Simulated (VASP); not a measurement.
Pb: single point with PBEsol

Crystal: Pb.

```xyz
2
Lattice="0.0000 3.4390 3.4390 3.4390 0.0000 3.4390 3.4390 3.4390 0.0000" Properties=species:S:1:pos:R:3 pbc="T T T"
Pb    1.7195    1.7195    1.7195
Pb    0.0000    0.0000    0.0000
```

```
Program             : VASP 6.6.1
Task                : single point
Functional          : PBEsol
Potentials or basis : VASP PAW PBE potentials, release 64 (Pb_d)
Cutoff              : 520 eV
k mesh              : 7 × 7 × 7
Occupations         : gaussian, width 0.02 eV
Spin                : no spin polarisation
```

```
Pressure               : 0.4 GPa
Band gap on the k mesh : zero (band 14 reaches 4.57 eV, above the bottom of band 15 at 3.46 eV)
```

Levels at points of the mesh, in eV from the Fermi level:
| k point | band 11 | band 12 | band 13 | band 14 | band 15 | band 16 | band 17 | band 18 |
| --- | --- | --- | --- | --- | --- | --- | --- | --- |
| (0.00, 0.00, 0.00) | -11.16 | -3.95 | 0.39 | 0.39 | 0.39 | 2.40 | 2.40 | 2.40 |

Wall time 43 s on 1 thread of Intel(R) Xeon(R) Platinum 8375C CPU @ 2.90GHz (Ice Lake) (shared host), peak memory 0.2 GiB.

Caveat: the PAW data sets were made with another functional, which shifts forces and pressure a little; spin-orbit coupling is left out, which moves the levels of the heavy elements.
